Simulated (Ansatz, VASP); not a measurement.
# Pt: VASP beside Ansatz

```
Pt
1.0
     2.80800    0.00000    0.00000
     0.00000    2.80800    0.00000
     0.00000    0.00000   23.94220
Pt
5
Direct
  0.00000 0.00000 0.33663
  0.50000 0.50000 0.41759
  0.00000 0.00000 0.50000
  0.50000 0.50000 0.58241
  0.00000 0.00000 0.66337
```

Alike in both runs: task single point; functional PBE; k mesh 12 × 12 × 1; occupations fermi-dirac, width 0.08 eV; no spin polarisation.

|  | VASP | Ansatz |
| --- | --- | --- |
| version | VASP 6.6.1 | Ansatz 0.2.0 |
| potentials or method | VASP PAW PBE potentials, release 64 (Pt) | PAW with Ansatz's default frozen-core files, scalar-relativistic |
| plane-wave cutoff (eV) | 520 | 420 |
| valence electrons in the cell | 50 | 90 |

|  | VASP | Ansatz | Ansatz less VASP |
| --- | --- | --- | --- |
| rms of the force components (eV/Å) | 0.007 | 0.001 | -0.0060 |

Atom by atom the forces differ by 0.006 eV/Å (rms over components). VASP's potentials hold 50 valence electrons a cell and Ansatz's 90, so a difference there can come from the potentials and not from the codes.

Spin-orbit coupling is off throughout.
